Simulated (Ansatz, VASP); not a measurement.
## One calculation of ZnCu, two programs

File POSCAR:

```
ZnCu
1.0
    2.9475870298      0.0000000000      0.0000000000
    0.0000000000      2.9475870298      0.0000000000
    0.0000000000      0.0000000000      2.9475870298
Zn Cu
1 1
Direct
    0.5000000000      0.5000000000      0.5000000000
    0.0000000000      0.0000000000      0.0000000000
```

Contents of INCAR.step1:

```
SYSTEM = ZnCu
  PREC = Accurate
  ENCUT = 520
  ISMEAR = 0
  SIGMA = 0.1
  LREAL = .False.
  LASPH = .True.
  NELM = 100
  NBANDS = 18
  GGA = PE
  ALGO = Normal
  EDIFF = 1E-4
  LWAVE = .True.
  LCHARG = .False.
```

INCAR.step2

```
SYSTEM = ZnCu
  PREC = Accurate
  ENCUT = 520
  EDIFF = 1E-6
  ISMEAR = 0
  SIGMA = 0.1
  LREAL = .False.
  LASPH = .True.
  NELM = 100
  ALGO = Normal
  ISIF = 2
  LWAVE = .False.
  LCHARG = .True.
  METAGGA = R2SCAN
  LMIXTAU = .True.
  LELF = .True.
  LVHAR = .True.
  NBANDS = 18
  ISTART = 1
```

The input KPOINTS:

```
regular mesh
0
Gamma
  14 14 14
  0 0 0
```

Input for Ansatz:

```yaml
crystal:
  lattice:
    - [2.9475870298, 0.0, 0.0]
    - [0.0, 2.9475870298, 0.0]
    - [0.0, 0.0, 2.9475870298]
  atoms:
    - { symbol: Zn, position: [0.5, 0.5, 0.5] }
    - { symbol: Cu, position: [0.0, 0.0, 0.0] }
basis:
  ecutwfc: 500
kpoints:
  mp_grid: { grid: [14, 14, 14] }
hamiltonian:
  xc: r2scan
scf:
  occupations: { method: gaussian, width: 0.1 }
output:
  forces: true
  stress: true
  eigenvalues: true
  write_density: true
  write_potential: true
  elf: true
  volumetric_format: npy
```

Alike in both runs: task single point; functional r2SCAN; k mesh 14 × 14 × 14; occupations gaussian, width 0.1 eV; no spin polarisation.

```csv
,VASP,Ansatz
version,VASP 6.6.1,Ansatz 0.2.0
potentials or method,"VASP PAW PBE potentials, release 64 (Zn, Cu), cutoff 520 eV","scalar-relativistic, plane waves, PAW"
valence electrons in the cell,23,31
```

Ansatz gave:

```
gap on the k mesh at the Fermi level (eV) : none
pressure (GPa)                            : -3.7
```

Task: Which values does VASP return?

Result: gap on the k mesh at the Fermi level (eV): none; pressure (GPa): -3.0.

VASP's potentials were made for PBE, not for r2SCAN. A gap of «none» marks a metal or a gap that the smearing closes. VASP's potentials hold 23 valence electrons a cell and Ansatz's 31, so a difference there can come from the potentials and not from the codes.
